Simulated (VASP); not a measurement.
Hf2AlN3, 6 atoms in the cell. The structure is trigonal, space group P3m1 (No. 156). Conventional cell: a = 3.364 Å, b = 3.364 Å, c = 8.300 Å, α = 90.00°, β = 90.00°, γ = 120.00°. Within 2.8 Å of Hf (site symmetry 3m) lie 4 N at 2.10 to 2.16 Å. Within 2.8 Å of Hf (site symmetry 3m) lie 4 N at 2.11 to 2.12 Å. Al (site symmetry 3m) has 4 N at 1.95 to 2.00 Å within 2.6 Å. Within 2.6 Å of N (site symmetry 3m) lie 3 Al at 2.00 Å and 1 Hf at 2.16 Å. N (site symmetry 3m) has 1 Al at 1.95 Å and 3 Hf at 2.12 Å within 2.6 Å. N (site symmetry 3m) has 4 Hf at 2.10 to 2.11 Å within 2.8 Å. 

| Quantity | Value |
| --- | --- |
| Program | VASP 6.6.1 |
| Task | single point |
| Functional | PBE |
| Potentials or basis | VASP PAW PBE potentials, release 64 (Hf_pv, Al, N) |
| Cutoff | 520 eV |
| k mesh | 12 × 12 × 6 |
| Occupations | gaussian, width 0.1 eV |
| Spin | no spin polarisation |
| Dipole correction | no |
| Further INCAR settings | ALGO = Normal; EDIFF = 1e-07; NBANDS = 28 |

Potentials or basis: VASP PAW PBE potentials, release 64 (Hf_pv, Al, N).

Launch:

```console
$ cat potpaw_PBE.64/Hf_pv/POTCAR potpaw_PBE.64/Al/POTCAR potpaw_PBE.64/N/POTCAR > POTCAR
$ mpirun -np 1 vasp_std > vasp.out
```

Hardware: 1 thread of Intel(R) Xeon(R) 6975P-C (Granite Rapids), on a shared host.

**Question.** Estimate the wall time of this run.

**Answer.** Run time: 2 min on 1 thread of Intel(R) Xeon(R) 6975P-C (Granite Rapids), on a shared host, peak memory 0.35 GiB. Counts: scf iterations 18, k points 100.
